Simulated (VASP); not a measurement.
# GaAs (F-43m) in VASP: relaxation of cell and atoms with LDA

Aim: the relaxation of cell and atoms of GaAs with LDA.

Program: VASP 6.6.1. These are calculated values, not measurements. Logs are shortened: lines on timing, memory, paths and dates and some standing lists are left out, and cuts for length are marked.

## Step 1: The cell of the first run

The structure is cubic, space group F-43m (No. 216). Conventional cell: a = 5.603 Å, b = 5.603 Å, c = 5.603 Å, α = 90.00°, β = 90.00°, γ = 90.00°. Ga (site symmetry -43m) has 4 As at 2.43 Å within 3.2 Å. Within 3.2 Å of As (site symmetry -43m) lie 4 Ga at 2.43 Å.

## Step 2: Relaxation of cell and atoms, LDA

Contents of INCAR:

```
PREC = Accurate
ENCUT = 600
EDIFF = 1E-6
ISMEAR = 0
SIGMA = 0.02
LREAL = F
LASPH = T
NELM = 60
ALGO = Normal
ISIF = 3
LWAVE = F
LCHARG = F
GGA = CA
IBRION = 2
NSW = 100
EDIFFG = -0.1
```

Contents of KPOINTS:

```
Automatic mesh
0
Gamma
  12 12 12
```

Contents of POSCAR:

```
GaAs
1.0
    0.0000000000      2.8016907960      2.8016907960
    2.8016907960      0.0000000000      2.8016907960
    2.8016907960      2.8016907960      0.0000000000
Ga As
1 1
Direct
    0.0000000000      0.0000000000      0.0000000000
    0.7500000000      0.7500000000      0.7500000000
```

Potentials or basis: VASP PAW LDA potentials, release 64 (Ga_d, As).

Command:

```console
$ cat potpaw_LDA.64/Ga_d/POTCAR potpaw_LDA.64/As/POTCAR > POTCAR
$ mpirun -np 1 vasp_std > vasp.out
```

OUTCAR:

```text
PREC = Accurate
   ENCUT = 600
   EDIFF = 1E-6
   ISMEAR = 0
   LREAL = F
   LASPH = T
   NELM = 60
   ISIF = 3
   GGA = CA
   IBRION = 2
   NSW = 100
   EDIFFG = -0.1

 ion  position               nearest neighbor table
   1  0.000  0.000  0.000-   2 2.43   2 2.43   2 2.43   2 2.43
   2  0.750  0.750  0.750-   1 2.43   1 2.43   1 2.43   1 2.43

  LATTYP: Found a face centered cubic cell.
 ALAT       =     5.6033815920

  Lattice vectors:

 A1 = (   0.0000000000,   2.8016907960,   2.8016907960)
 A2 = (   2.8016907960,   0.0000000000,   2.8016907960)
 A3 = (   2.8016907960,   2.8016907960,   0.0000000000)

Analysis of symmetry for initial positions (statically):
=====================================================================
 Subroutine PRICEL returns:
 Original cell was already a primitive cell.

 Routine SETGRP: Setting up the symmetry group for a
 face centered cubic supercell.

 Subroutine GETGRP returns: Found 24 space group operations
 (whereof 24 operations were pure point group operations)
 out of a pool of 48 trial point group operations.

The static configuration has the point symmetry T_d .

Analysis of symmetry for dynamics (positions and initial velocities):
=====================================================================
 Subroutine PRICEL returns:
 Original cell was already a primitive cell.

 Routine SETGRP: Setting up the symmetry group for a
 face centered cubic supercell.

 Subroutine GETGRP returns: Found 24 space group operations
 (whereof 24 operations were pure point group operations)
 out of a pool of 48 trial point group operations.

The dynamic configuration has the point symmetry T_d .

 Subroutine INISYM returns: Found 24 space group operations
 (whereof 24 operations are pure point group operations),
 and found     1 'primitive' translations

----------------------------------------------------------------------------------------

                                     Primitive cell

  volume of cell :      43.9836

  direct lattice vectors                    reciprocal lattice vectors
     0.000000000  2.801690796  2.801690796    -0.178463662  0.178463662  0.178463662
     2.801690796  0.000000000  2.801690796     0.178463662 -0.178463662  0.178463662
     2.801690796  2.801690796  0.000000000     0.178463662  0.178463662 -0.178463662

  length of vectors
     3.962189121  3.962189121  3.962189121     0.309108130  0.309108130  0.309108130

  position of ions in fractional coordinates (direct lattice)
     0.000000000  0.000000000  0.000000000
     0.750000000  0.750000000  0.750000000

  ion indices of the primitive-cell ions
   primitive index   ion index
                 1           1
                 2           2

----------------------------------------------------------------------------------------

 KPOINTS: Automatic mesh

Automatic generation of k-mesh.
 Grid dimensions read from file:
 generate k-points for:   12   12   12

 Generating k-lattice:

  Cartesian coordinates                     Fractional coordinates (reciprocal lattice)
    -0.014871972  0.014871972  0.014871972     0.083333333  0.000000000  0.000000000
     0.014871972 -0.014871972  0.014871972     0.000000000  0.083333333  0.000000000
     0.014871972  0.014871972 -0.014871972     0.000000000  0.000000000  0.083333333

  Length of vectors
     0.025759011  0.025759011  0.025759011

  Shift w.r.t. Gamma in fractional coordinates (k-lattice)
     0.000000000  0.000000000  0.000000000

 Subroutine IBZKPT returns following result:
 ===========================================

 Found     72 irreducible k-points:

 Following reciprocal coordinates:
            Coordinates               Weight
  0.000000  0.000000  0.000000      1.000000
  0.083333  0.000000  0.000000      8.000000
  0.166667  0.000000  0.000000      8.000000
  0.250000  0.000000  0.000000      8.000000
  0.333333  0.000000  0.000000      8.000000
  0.416667  0.000000  0.000000      8.000000
[... 16 lines left out ...]
  0.500000  0.166667  0.000000     24.000000
 -0.416667  0.166667  0.000000     24.000000
 [... further k-points ...]
   k-points           NKPTS =     72   k-points in BZ     NKDIM =     72   number of bands    NBANDS=     13
   number of dos      NEDOS =    301   number of ions     NIONS =      2
   total plane-waves  NPLWV =  32768
   dimension x,y,z NGX =    32 NGY =   32 NGZ =   32
   dimension x,y,z NGXF=    64 NGYF=   64 NGZF=   64
   ions per type =               1   1
   NGX,Y,Z   is equivalent  to a cutoff of  13.43, 13.43, 13.43 a.u.
   NGXF,Y,Z  is equivalent  to a cutoff of  26.85, 26.85, 26.85 a.u.
 SYSTEM =  unknown system
   PREC   = accura    normal or accurate (medium, high low for compatibility)
   ISTART =      0    job   : 0-new  1-cont  2-samecut
   ICHARG =      2    charge: 1-file 2-atom 10-const
   ISPIN  =      1    spin polarized calculation?
   LNONCOLLINEAR =      F non collinear calculations
   LSORBIT =      F    spin-orbit coupling
   LASPH  =      T    aspherical Exc in radial PAW
   ENCUT  =  600.0 eV  44.10 Ry    6.64 a.u.   7.91  7.91  7.91*2*pi/ulx,y,z
   NELM   =     60;   NELMIN=  2; NELMDL= -5     # of ELM steps
   EDIFF  = 0.1E-05   stopping-criterion for ELM
   LREAL  =      F    real-space projection
   EDIFFG = -.1E+00   stopping-criterion for IOM
   NSW    =    100    number of steps for IOM
   IBRION =      2    ionic relax: 0-MD 1-quasi-New 2-CG
   NFREE  =      1    steps in history (QN), initial steepest desc. (CG)
   ISIF   =      3    stress and relaxation
   ISYM   =      2    0-nonsym 1-usesym 2-fastsym
   POTIM  = 0.5000    time-step for ionic-motion
   TEBEG  =    0.0;   TEEND  =   0.0 temperature during run
   PSTRESS=    0.0 pullay stress
   NELECT =      18.0000    total number of electrons
   NUPDOWN=      -1.0000    fix difference up-down
   EMIN   =  10.00;   EMAX   =-10.00  energy-range for DOS
   EFERMI =   0.00;   METHOD = LEGACY
   ISMEAR =     0;   SIGMA  =   0.02  broadening in eV -4-tet -1-fermi 0-gaus
   EFERMI_NEDOS =   21; number of points for ismear=-14 and -15
   IALGO  =     38    algorithm
   IMIX   =      4    mixing-type and parameters
     AMIX     =   0.40;   BMIX     =  1.00
     AMIX_MAG =   1.60;   BMIX_MAG =  1.00
  volume/ion in A,a.u.               =      21.99       148.41
  Fermi-wavevector in a.u.,A,eV,Ry     =   1.215445  2.296859 20.099990  1.477308
  Thomas-Fermi vector in A             =   2.350832
   LORBIT       =      0    0 simple, 1 ext, 2 COOP (PROOUT), +10 PAW based schemes
   GGA     = CA    functional components
   LHFCALC =     F    Hartree Fock is set to
   AEXX    =    0.0000 exact exchange contribution
   IVDW    =     0    specifies the selected vdW correction
   LEPSILON=     F    determine dielectric tensor
   LRPA    =     F    only Hartree local field effects (RPA)
 conjugate gradient relaxation of ions
 non-spin polarized calculation
 Gauss-broadening in eV      SIGMA  =   0.02
  energy-cutoff  :      600.00
  volume of cell :       43.98
 maximum number of plane-waves:      1484
   NGX = 15   NGY = 15   NGZ = 15

 number of electron      18.0000004 magnetization

 Free energy of the ion-electron system (eV)
  ---------------------------------------------------
  ext. energy  EPLUGINS =         0.00000000
  ---------------------------------------------------
  free energy    TOTEN  =        -9.64190536 eV

  energy without entropy =       -9.64190536  energy(sigma->0) =       -9.64190536

 E-fermi :   4.1553     XC(G=0): -10.0313

 val. band max:        4.0594649724   @ k =   0.0000   0.0000   0.0000
 cond. band min:       4.5948299207   @ k =   0.0000   0.0000   0.0000
 fundamental gap:      0.5353649483
 Fermi energy:         4.1553170299

 k-point     1 :       0.0000    0.0000    0.0000
  band No.  band energies     occupation
      1     -10.9189      2.00000
      2     -10.9189      2.00000
      3     -10.9189      2.00000
      4     -10.8341      2.00000
      5     -10.8341      2.00000
      6      -8.9003      2.00000
      7       4.0595      2.00000
      8       4.0595      2.00000
      9       4.0595      2.00000
     10       4.5948      0.00000
     11       7.7403      0.00000
     12       7.7403      0.00000
     13       7.7403      0.00000

 k-point     2 :       0.0833    0.0000    0.0000
  band No.  band energies     occupation
      1     -10.9258      2.00000
      2     -10.9172      2.00000
      3     -10.9172      2.00000
      4     -10.8342      2.00000
      5     -10.8342      2.00000
      6      -8.8153      2.00000
      7       2.8205      2.00000
      8       3.9397      2.00000
      9       3.9397      2.00000
     10       5.4358      0.00000
     11       7.8990      0.00000
     12       7.9159      0.00000
     13       7.9159      0.00000

 k-point     3 :       0.1667    0.0000    0.0000
  band No.  band energies     occupation
      1     -10.9434      2.00000
      2     -10.9125      2.00000
      3     -10.9125      2.00000
      4     -10.8343      2.00000
      5     -10.8343      2.00000
      6      -8.5677      2.00000
      7       1.2820      2.00000
      8       3.6599      2.00000
      9       3.6599      2.00000
     10       5.6766      0.00000
     11       8.3058      0.00000
     12       8.3058      0.00000
     13       8.7221      0.00000

 k-point     4 :       0.2500    0.0000    0.0000
  band No.  band energies     occupation
      1     -10.9655      2.00000
      2     -10.9068      2.00000
      3     -10.9068      2.00000
      4     -10.8338      2.00000
      5     -10.8338      2.00000
      6      -8.1808      2.00000
      7      -0.1865      2.00000
      8       3.3505      2.00000
      9       3.3505      2.00000
     10       5.4675      0.00000
     11       8.6283      0.00000
     12       8.6283      0.00000
     13      10.0142      0.00000

 k-point     5 :       0.3333    0.0000    0.0000
  band No.  band energies     occupation
      1     -10.9858      2.00000
      2     -10.9019      2.00000
      3     -10.9019      2.00000
      4     -10.8324      2.00000
      5     -10.8324      2.00000
      6      -7.7050      2.00000
      7      -1.4669      2.00000
      8       3.0935      2.00000
      9       3.0935      2.00000
     10       5.2220      0.00000
     11       8.7216      0.00000
     12       8.7216      0.00000
     13      11.2837      0.00000
[... 257 lines left out ...]
 k-point    22 :       0.4167    0.1667    0.0000
  band No.  band energies     occupation
      1     -11.0019      2.00000
      2     -10.8946      2.00000
      3     -10.8906      2.00000
      4     -10.8415      2.00000
      5     -10.8275      2.00000
      6      -7.2933      2.00000
      7      -1.8169      2.00000
      8       1.6571      2.00000
      9       2.3156      2.00000
     10       6.3955      0.00000
     11       8.3427      0.00000
     12       9.9827      0.00000
     13      10.0554      0.00000

 k-point    23 :       0.5000    0.1667    0.0000
  band No.  band energies     occupation
      1     -11.0090      2.00000
      2     -10.8938      2.00000
      3     -10.8893      2.00000
      4     -10.8384      2.00000
      5     -10.8285      2.00000
      6      -6.9176      2.00000
      7      -2.5099      2.00000
      8       1.3117      2.00000
      9       2.3513      2.00000
     10       6.3335      0.00000
     11       8.4770      0.00000
     12       9.8250      0.00000
     13      11.0785      0.00000

 k-point    24 :      -0.4167    0.1667    0.0000
  band No.  band energies     occupation
      1     -11.0091      2.00000
      2     -10.8941      2.00000
      3     -10.8902      2.00000
      4     -10.8351      2.00000
      5     -10.8312      2.00000
      6      -6.8560      2.00000
      7      -2.6109      2.00000
      8       1.1164      2.00000
      9       2.5225      2.00000
     10       6.3702      0.00000
     11       8.5553      0.00000
     12       9.5880      0.00000
     13      12.0247      0.00000

 [... further k-points ...]

------------------------ aborting loop because EDIFF is reached ----------------------------------------

  FORCE on cell =-STRESS in cart. coord.  units (eV):
  Direction    XX          YY          ZZ          XY          YZ          ZX
  --------------------------------------------------------------------------------------
  -------------------------------------------------------------------------------------
  Total        0.0801730      0.0801730      0.0801730     -0.0000000      0.0000000     -0.0000000
  in kB        2.9204377      2.9204377      2.9204377     -0.0000000      0.0000000     -0.0000000
  external PRESSURE =       2.9204377 kB  Pullay stress =       0.0000000 kB

 VOLUME and BASIS-vectors are now :
 -----------------------------------------------------------------------------
  energy-cutoff  :      600.00
  volume of cell :       43.98
      direct lattice vectors                 reciprocal lattice vectors
     0.000000000  2.801690796  2.801690796    -0.178463662  0.178463662  0.178463662
     2.801690796  0.000000000  2.801690796     0.178463662 -0.178463662  0.178463662
     2.801690796  2.801690796  0.000000000     0.178463662  0.178463662 -0.178463662

 POSITION                                       TOTAL-FORCE (eV/Angst)
 -----------------------------------------------------------------------------------
      0.00000      0.00000      0.00000         0.000000      0.000000      0.000000
      4.20254      4.20254      4.20254        -0.000000     -0.000000     -0.000000
 -----------------------------------------------------------------------------------
    total drift:                               -0.000000     -0.000000     -0.000000

  FREE ENERGIE OF THE ION-ELECTRON SYSTEM (eV)
  ---------------------------------------------------
  free  energy   TOTEN  =        -9.6419053612 eV

  energy  without entropy=       -9.6419053612  energy(sigma->0) =       -9.64190536

 reached required accuracy - stopping structural energy minimisation
```

It took 17 s on 1 thread of Intel Xeon Platinum 8559C (Emerald Rapids), shared host; peak memory 0.19 GiB.

What came out:

| Quantity | Value |
| --- | --- |
| Free energy | -9.6419 eV |
| Pressure after relaxing | 0.3 GPa |
| Band gap on the k mesh | 0.54 eV |

Final structure:
```xyz
2
Lattice="0.0000 2.8017 2.8017 2.8017 0.0000 2.8017 2.8017 2.8017 0.0000" Properties=species:S:1:pos:R:3 pbc="T T T"
Ga    0.0000    0.0000    0.0000
As    4.2025    4.2025    4.2025
```

Caveat: the relaxation stopped at its first step, so nothing moved; semilocal functionals underestimate gaps, and a narrow one can read as zero. A k mesh can miss the band edges.
